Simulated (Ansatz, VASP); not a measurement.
**Ge in VASP and in Ansatz**

File POSCAR:

```
Ge
1.0
    0.0000000000      2.8368735121      2.8368735121
    2.8368735121      0.0000000000      2.8368735121
    2.8368735121      2.8368735121      0.0000000000
Ge
2
Direct
    0.0000000000      0.0000000000      0.0000000000
    0.2500000000      0.2500000000      0.2500000000
```

The input INCAR.step1:

```
SYSTEM = Ge
PREC     = Accurate       ! precision mode
ENCUT    = 520            ! plane-wave cutoff, eV
EDIFF    = 1E-5           ! SCF threshold, eV
ISMEAR   = -1             ! smearing method
SIGMA    = 0.02           ! smearing width, eV
LREAL    = .FALSE.        ! projectors in reciprocal space
LASPH    = .TRUE.         ! aspherical terms in the spheres
NELM     = 80             ! most SCF steps
ALGO     = Normal         ! electronic algorithm
ISIF     = 2              ! what is computed and relaxed
LWAVE    = .TRUE.         ! write WAVECAR
LCHARG   = .FALSE.        ! write CHGCAR
GGA      = PE             ! functional
NBANDS   = 21             ! bands
```

The input INCAR.step2:

```
SYSTEM = Ge
PREC     = Accurate       ! precision mode
ENCUT    = 520            ! plane-wave cutoff, eV
EDIFF    = 1E-6           ! SCF threshold, eV
ISMEAR   = -1             ! smearing method
SIGMA    = 0.02           ! smearing width, eV
LREAL    = .FALSE.        ! projectors in reciprocal space
LASPH    = .TRUE.         ! aspherical terms in the spheres
NELM     = 80             ! most SCF steps
ALGO     = Normal         ! electronic algorithm
ISIF     = 2              ! what is computed and relaxed
LWAVE    = .FALSE.        ! write WAVECAR
LCHARG   = .FALSE.        ! write CHGCAR
GGA      = PE             ! functional
LHFCALC  = .TRUE.         ! exact exchange
AEXX     = 0.5            ! exact-exchange fraction
PRECFOCK = Normal       
ISTART   = 1            
NBANDS   = 21             ! bands
```

The input KPOINTS:

```
regular mesh
0
G
  4 4 4
  0 0 0
```

Input for Ansatz:

```yaml
crystal:
  lattice:
    - [0.0, 2.8368735121, 2.8368735121]
    - [2.8368735121, 0.0, 2.8368735121]
    - [2.8368735121, 2.8368735121, 0.0]
  atoms:
    - { symbol: Ge, position: [0.0, 0.0, 0.0] }
    - { symbol: Ge, position: [0.25, 0.25, 0.25] }
kpoints:
  mp_grid: { grid: [4, 4, 4] }
hamiltonian:
  xc: { exchange: pbe, correlation: pbe, exx: { coeff: 0.5 } }
scf:
  occupations: { method: fermi_dirac, width: 0.02 }
  n_extra_bands: 4
output:
  forces: true
  stress: true
  eigenvalues: true
```

Alike in both runs: task single point; functional PBE-based global hybrid with a share of 0.5 of exact exchange; k mesh 4 × 4 × 4; occupations fermi-dirac, width 0.02 eV; no spin polarisation.

```csv
,VASP,Ansatz
version,VASP 6.6.1,Ansatz 0.2.0
potentials or method,"VASP PAW PBE potentials, release 64 (Ge_d)",plane waves
plane-wave cutoff (eV),520,420
valence electrons in the cell,28,28
```

|  | VASP | Ansatz | Ansatz less VASP |
| --- | --- | --- | --- |
| gap on the k mesh at the Fermi level (eV) | 3.07 | 2.96 | -0.110 |
| pressure (GPa) | -2.3 | -2.1 | +0.18 |

VASP's potentials were made for PBE, not for PBE-based global hybrid. The functional is the same, so the differences come from potentials, cutoffs and numerics. Ansatz's warnings: stress exchange threshold loose, stress scf threshold loose.

The k mesh is coarse, so the values compare programs but aren't converged.
